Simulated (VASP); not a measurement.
# C (Pm-3m) in VASP: single point with LDA

Aim: the single point of C with LDA.

Program: VASP 6.6.1. These are calculated values, not measurements. Logs are shortened: lines on timing, memory, paths and dates and some standing lists are left out, and cuts for length are marked.

### Step 1. The cell of the first run

It takes space group Pm-3m (No. 221, cubic). The conventional cell has a = 4.686 Å, b = 4.686 Å, c = 4.686 Å, α = 90.00°, β = 90.00°, γ = 90.00°.

### Step 2. Single point, LDA

The input, INCAR:

```
PREC = Accurate
ENCUT = 520
EDIFF = 1E-6
ISMEAR = 1
SIGMA = 0.1
LREAL = F
LASPH = T
NELM = 80
ALGO = Normal
ISIF = 2
LWAVE = F
LCHARG = T
GGA = CA
LELF = T
LVHAR = T
NBANDS = 8
```

The input, KPOINTS:

```
Automatic mesh
0
Gamma
  5 5 5
```

The input, POSCAR:

```
C
1.0
    4.6857450000      0.0000000000      0.0000000000
    0.0000000000      4.6857450000      0.0000000000
    0.0000000000      0.0000000000      4.6857450000
C
1
Direct
    0.0000000000      0.0000000000      0.0000000000
```

Potentials or basis: VASP PAW LDA potentials, release 64 (C).

Started as:

```sh
> cat potpaw_LDA.64/C/POTCAR > POTCAR
> mpirun -np 1 vasp_std > vasp.out
```

OUTCAR:

```text
PREC = Accurate
   ENCUT = 520
   EDIFF = 1E-6
   ISMEAR = 1
   LREAL = F
   LASPH = T
   NELM = 80
   ISIF = 2
   GGA = CA

 ion  position               nearest neighbor table
   1  0.000  0.000  0.000-

  LATTYP: Found a simple cubic cell.
 ALAT       =     4.6857450000

  Lattice vectors:

 A1 = (   4.6857450000,   0.0000000000,   0.0000000000)
 A2 = (   0.0000000000,   4.6857450000,   0.0000000000)
 A3 = (   0.0000000000,   0.0000000000,   4.6857450000)

Analysis of symmetry for initial positions (statically):
=====================================================================
 Subroutine PRICEL returns:
 Original cell was already a primitive cell.

 Routine SETGRP: Setting up the symmetry group for a
 simple cubic supercell.

 Subroutine GETGRP returns: Found 48 space group operations
 (whereof 48 operations were pure point group operations)
 out of a pool of 48 trial point group operations.

The static configuration has the point symmetry O_h .

Analysis of symmetry for dynamics (positions and initial velocities):
=====================================================================
 Subroutine PRICEL returns:
 Original cell was already a primitive cell.

 Routine SETGRP: Setting up the symmetry group for a
 simple cubic supercell.

 Subroutine GETGRP returns: Found 48 space group operations
 (whereof 48 operations were pure point group operations)
 out of a pool of 48 trial point group operations.

The dynamic configuration has the point symmetry O_h .

 Subroutine INISYM returns: Found 48 space group operations
 (whereof 48 operations are pure point group operations),
 and found     1 'primitive' translations

----------------------------------------------------------------------------------------

                                     Primitive cell

  volume of cell :     102.8812

  direct lattice vectors                    reciprocal lattice vectors
     4.685745000  0.000000000  0.000000000     0.213413235  0.000000000  0.000000000
     0.000000000  4.685745000  0.000000000     0.000000000  0.213413235  0.000000000
     0.000000000  0.000000000  4.685745000     0.000000000  0.000000000  0.213413235

  length of vectors
     4.685745000  4.685745000  4.685745000     0.213413235  0.213413235  0.213413235

  position of ions in fractional coordinates (direct lattice)
     0.000000000  0.000000000  0.000000000

  ion indices of the primitive-cell ions
   primitive index   ion index
                 1           1

----------------------------------------------------------------------------------------

 KPOINTS: Automatic mesh

Automatic generation of k-mesh.
 Grid dimensions read from file:
 generate k-points for:    5    5    5

 Generating k-lattice:

  Cartesian coordinates                     Fractional coordinates (reciprocal lattice)
     0.042682647  0.000000000  0.000000000     0.200000000  0.000000000  0.000000000
     0.000000000  0.042682647  0.000000000     0.000000000  0.200000000  0.000000000
     0.000000000  0.000000000  0.042682647     0.000000000  0.000000000  0.200000000

  Length of vectors
     0.042682647  0.042682647  0.042682647

  Shift w.r.t. Gamma in fractional coordinates (k-lattice)
     0.000000000  0.000000000  0.000000000

 Subroutine IBZKPT returns following result:
 ===========================================

 Found     10 irreducible k-points:

 Following reciprocal coordinates:
            Coordinates               Weight
  0.000000  0.000000  0.000000      1.000000
  0.200000  0.000000  0.000000      6.000000
  0.400000  0.000000  0.000000      6.000000
  0.200000  0.200000  0.000000     12.000000
  0.400000  0.200000  0.000000     24.000000
  0.400000  0.400000  0.000000     12.000000
  0.200000  0.200000  0.200000      8.000000
  0.400000  0.200000  0.200000     24.000000
  0.400000  0.400000  0.200000     24.000000
  0.400000  0.400000  0.400000      8.000000
   k-points           NKPTS =     10   k-points in BZ     NKDIM =     10   number of bands    NBANDS=      8
   number of dos      NEDOS =    301   number of ions     NIONS =      1
   total plane-waves  NPLWV =  46656
   dimension x,y,z NGX =    36 NGY =   36 NGZ =   36
   dimension x,y,z NGXF=    72 NGYF=   72 NGZF=   72
   ions per type =               1
   NGX,Y,Z   is equivalent  to a cutoff of  12.77, 12.77, 12.77 a.u.
   NGXF,Y,Z  is equivalent  to a cutoff of  25.54, 25.54, 25.54 a.u.
 SYSTEM =  unknown system
   PREC   = accura    normal or accurate (medium, high low for compatibility)
   ISTART =      0    job   : 0-new  1-cont  2-samecut
   ICHARG =      2    charge: 1-file 2-atom 10-const
   ISPIN  =      1    spin polarized calculation?
   LNONCOLLINEAR =      F non collinear calculations
   LSORBIT =      F    spin-orbit coupling
   LASPH  =      T    aspherical Exc in radial PAW
   ENCUT  =  520.0 eV  38.22 Ry    6.18 a.u.   8.71  8.71  8.71*2*pi/ulx,y,z
   NELM   =     80;   NELMIN=  2; NELMDL= -5     # of ELM steps
   EDIFF  = 0.1E-05   stopping-criterion for ELM
   LREAL  =      F    real-space projection
   EDIFFG = 0.1E-04   stopping-criterion for IOM
   NSW    =      0    number of steps for IOM
   IBRION =     -1    ionic relax: 0-MD 1-quasi-New 2-CG
   NFREE  =      0    steps in history (QN), initial steepest desc. (CG)
   ISIF   =      2    stress and relaxation
   ISYM   =      2    0-nonsym 1-usesym 2-fastsym
   POTIM  = 0.5000    time-step for ionic-motion
   TEBEG  =    0.0;   TEEND  =   0.0 temperature during run
   PSTRESS=    0.0 pullay stress
   NELECT =       4.0000    total number of electrons
   NUPDOWN=      -1.0000    fix difference up-down
   EMIN   =  10.00;   EMAX   =-10.00  energy-range for DOS
   EFERMI =   0.00;   METHOD = LEGACY
   ISMEAR =     1;   SIGMA  =   0.10  broadening in eV -4-tet -1-fermi 0-gaus
   EFERMI_NEDOS =   21; number of points for ismear=-14 and -15
   IALGO  =     38    algorithm
   IMIX   =      4    mixing-type and parameters
     AMIX     =   0.40;   BMIX     =  1.00
     AMIX_MAG =   1.60;   BMIX_MAG =  1.00
  volume/ion in A,a.u.               =     102.88       694.28
  Fermi-wavevector in a.u.,A,eV,Ry     =   0.554604  1.048049  4.184953  0.307585
  Thomas-Fermi vector in A             =   1.587981
   LORBIT       =      0    0 simple, 1 ext, 2 COOP (PROOUT), +10 PAW based schemes
   GGA     = CA    functional components
   LHFCALC =     F    Hartree Fock is set to
   AEXX    =    0.0000 exact exchange contribution
   IVDW    =     0    specifies the selected vdW correction
   LEPSILON=     F    determine dielectric tensor
   LRPA    =     F    only Hartree local field effects (RPA)
 non-spin polarized calculation
 Methfessel and Paxton  Order N= 1 SIGMA  =   0.10
  energy-cutoff  :      520.00
  volume of cell :      102.88
 maximum number of plane-waves:      2789
 NGX is ok and might be reduce to    36
   NGX = 17   NGY = 17   NGZ = 17

 number of electron       4.0000000 magnetization

 Free energy of the ion-electron system (eV)
  ---------------------------------------------------
  ext. energy  EPLUGINS =         0.00000000
  ---------------------------------------------------
  free energy    TOTEN  =        -0.32987552 eV

  energy without entropy =       -0.33342552  energy(sigma->0) =       -0.33105885

 E-fermi :  -4.8350     XC(G=0):  -3.6461

 val. band max:       -4.8451156657   @ k =   0.4000   0.4000   0.4000
 cond. band min:      -4.8328645191   @ k =   0.4000   0.4000   0.4000
 fundamental gap:      0.0122511466
 Fermi energy:        -4.8350376870

 k-point     1 :       0.0000    0.0000    0.0000
  band No.  band energies     occupation
      1     -13.0437      2.00000
      2      -4.6100     -0.00658
      3      -4.6100     -0.00658
      4      -4.6100     -0.00658
      5      -0.4062      0.00000
      6       4.3959      0.00000
      7       4.3959      0.00000
      8       6.3501      0.00000

 k-point     2 :       0.2000    0.0000    0.0000
  band No.  band energies     occupation
      1     -13.0299      2.00000
      2      -4.7569      0.02958
      3      -4.5979     -0.00403
      4      -4.5979     -0.00403
      5      -0.0589      0.00000
      6       3.5599      0.00000
      7       4.6346      0.00000
      8       6.3654      0.00000

 k-point     3 :       0.4000    0.0000    0.0000
  band No.  band energies     occupation
      1     -13.0071      2.00000
      2      -4.9733      2.06478
      3      -4.5780     -0.00168
      4      -4.5780     -0.00168
      5       0.8411      0.00000
      6       2.1131      0.00000
      7       5.2382      0.00000
      8       6.3747      0.00000

 k-point     4 :       0.2000    0.2000    0.0000
  band No.  band energies     occupation
      1     -13.0163      2.00000
      2      -4.7541      0.01536
      3      -4.7204     -0.06879
      4      -4.5862     -0.00244
      5       0.2625      0.00000
      6       3.6896      0.00000
      7       3.9247      0.00000
      8       5.8657      0.00000

 k-point     5 :       0.4000    0.2000    0.0000
  band No.  band energies     occupation
      1     -12.9942      2.00000
      2      -4.9452      2.06547
      3      -4.7051     -0.06937
      4      -4.5670     -0.00100
      5       1.1008      0.00000
      6       2.3551      0.00000
      7       4.4186      0.00000
      8       5.4225      0.00000

 k-point     6 :       0.4000    0.4000    0.0000
  band No.  band energies     occupation
      1     -12.9731      2.00000
      2      -4.9035      1.90906
      3      -4.8921      1.81293
      4      -4.5492     -0.00040
      5       1.7143      0.00000
      6       2.9313      0.00000
      7       3.1641      0.00000
      8       4.3714      0.00000

 k-point     7 :       0.2000    0.2000    0.2000
  band No.  band energies     occupation
      1     -13.0032      2.00000
      2      -4.7487     -0.00917
      3      -4.7042     -0.06901
      4      -4.7042     -0.06901
      5       0.5597      0.00000
      6       3.8573      0.00000
      7       3.8573      0.00000
      8       4.8000      0.00000

 k-point     8 :       0.4000    0.2000    0.2000
  band No.  band energies     occupation
      1     -12.9816      2.00000
      2      -4.9191      1.99954
      3      -4.7004     -0.06705
      4      -4.6777     -0.04857
      5       1.3381      0.00000
      6       2.6002      0.00000
      7       4.3394      0.00000
      8       5.2250      0.00000

 k-point     9 :       0.4000    0.4000    0.2000
  band No.  band energies     occupation
      1     -12.9610      2.00000
      2      -4.8804      1.68676
      3      -4.8698      1.55012
      4      -4.6626     -0.03497
      5       1.9323      0.00000
      6       3.1942      0.00000
      7       3.2400      0.00000
      8       4.6099      0.00000

 k-point    10 :       0.4000    0.4000    0.4000
  band No.  band energies     occupation
      1     -12.9412      2.00000
      2      -4.8451      1.16962
      3      -4.8329      0.96323
      4      -4.8329      0.96323
      5       2.5202      0.00000
      6       3.4208      0.00000
      7       3.4208      0.00000
      8       4.5480      0.00000

------------------------ aborting loop because EDIFF is reached ----------------------------------------

  FORCE on cell =-STRESS in cart. coord.  units (eV):
  Direction    XX          YY          ZZ          XY          YZ          ZX
  --------------------------------------------------------------------------------------
  -------------------------------------------------------------------------------------
  Total       -0.6703353     -0.6703353     -0.6703353     -0.0000000     -0.0000000      0.0000000
  in kB      -10.4391873    -10.4391873    -10.4391873     -0.0000000     -0.0000000      0.0000000
  external PRESSURE =     -10.4391873 kB  Pullay stress =       0.0000000 kB

 VOLUME and BASIS-vectors are now :
 -----------------------------------------------------------------------------
  energy-cutoff  :      520.00
  volume of cell :      102.88
      direct lattice vectors                 reciprocal lattice vectors
     4.685745000  0.000000000  0.000000000     0.213413235  0.000000000  0.000000000
     0.000000000  4.685745000  0.000000000     0.000000000  0.213413235  0.000000000
     0.000000000  0.000000000  4.685745000     0.000000000  0.000000000  0.213413235

 POSITION                                       TOTAL-FORCE (eV/Angst)
 -----------------------------------------------------------------------------------
      0.00000      0.00000      0.00000         0.000000      0.000000      0.000000
 -----------------------------------------------------------------------------------
    total drift:                                0.000000      0.000000     -0.000000

  FREE ENERGIE OF THE ION-ELECTRON SYSTEM (eV)
  ---------------------------------------------------
  free  energy   TOTEN  =        -0.3298755163 eV

  energy  without entropy=       -0.3334255193  energy(sigma->0) =       -0.33105885
```

It took 5.1 s on 1 thread of Intel Xeon 6975P-C (Granite Rapids), shared host; peak memory 0.15 GiB.

What came out:

- Free energy: -0.3299 eV
- Pressure: -1.0 GPa
- Band gap on the k mesh: zero (band 2 reaches -4.61 eV, above the bottom of band 3 at -4.89 eV)

Levels at points of the mesh, in eV from the Fermi level:
| k point | band 1 | band 2 | band 3 | band 4 | band 5 | band 6 |
| --- | --- | --- | --- | --- | --- | --- |
| (0.00, 0.00, 0.00) | -8.21 | 0.23 | 0.23 | 0.23 | 4.43 | 9.23 |
